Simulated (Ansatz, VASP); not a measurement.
**TeAs: VASP beside Ansatz**

The input INCAR:

```
PREC     = Accurate       # precision mode
ENCUT    = 520            # plane-wave cutoff, eV
EDIFF    = 1E-6           # SCF threshold, eV
ISMEAR   = 0              # smearing method
SIGMA    = 0.15           # smearing width, eV
LREAL    = False          # projectors in reciprocal space
LASPH    = True           # aspherical terms in the spheres
NELM     = 100            # most SCF steps
ALGO     = Normal         # electronic algorithm
ISIF     = 2              # what is computed and relaxed
LWAVE    = False          # write WAVECAR
LCHARG   = False          # write CHGCAR
NBANDS   = 12             # bands
```

The input KPOINTS:

```
regular mesh
0
Gamma
  16 16 16
```

The input POSCAR:

```
TeAs
1.0
    0.7233826045      3.3699043283      3.3699043283
    3.3699043283      0.7233826045      3.3699043283
    3.3699043283      3.3699043283      0.7233826045
Te As
1 1
Direct
    0.5000000000      0.5000000000      0.5000000000
    0.0000000000      0.0000000000      0.0000000000
```

Input for Ansatz:

```yaml
crystal:
  lattice:
    - [0.7233826045, 3.3699043283, 3.3699043283]
    - [3.3699043283, 0.7233826045, 3.3699043283]
    - [3.3699043283, 3.3699043283, 0.7233826045]
  atoms:
    - { symbol: Te, position: [0.5, 0.5, 0.5] }
    - { symbol: As, position: [0.0, 0.0, 0.0] }
basis:
  ecutwfc: 420
kpoints:
  mp_grid: { grid: [16, 16, 16] }
hamiltonian:
  xc: lda
scf:
  occupations: { method: gaussian, width: 0.15 }
output:
  forces: true
  stress: true
  eigenvalues: true
```

Alike in both runs: task single point; functional LDA; k mesh 16 × 16 × 16; occupations gaussian, width 0.15 eV; no spin polarisation.

|  | VASP | Ansatz |
| --- | --- | --- |
| version | VASP 6.6.1 | Ansatz 0.2.0 |
| potentials or method | VASP PAW LDA potentials, release 64 (Te, As), cutoff 520 eV | scalar-relativistic, plane waves, PAW |
| valence electrons in the cell | 11 | 31 |

VASP gave:

| Property | Result |
| --- | --- |
| gap on the k mesh at the Fermi level (eV) | none |
| pressure (GPa) | -6.3 |
| traceless stress, the component that is largest in VASP (GPa) | -3.91 |

Task: Which values does Ansatz return?

Result: gap on the k mesh at the Fermi level (eV): none; pressure (GPa): -6.4; traceless stress, the component that is largest in VASP (GPa): -3.93.

LDA's correlation is that of Perdew and Zunger in VASP and of Perdew and Wang (1992) in Ansatz. A gap of «none» marks a metal or a gap that the smearing closes. VASP's potentials hold 11 valence electrons a cell and Ansatz's 31, so a difference there can come from the potentials and not from the codes.

Neither program's run includes spin-orbit coupling.
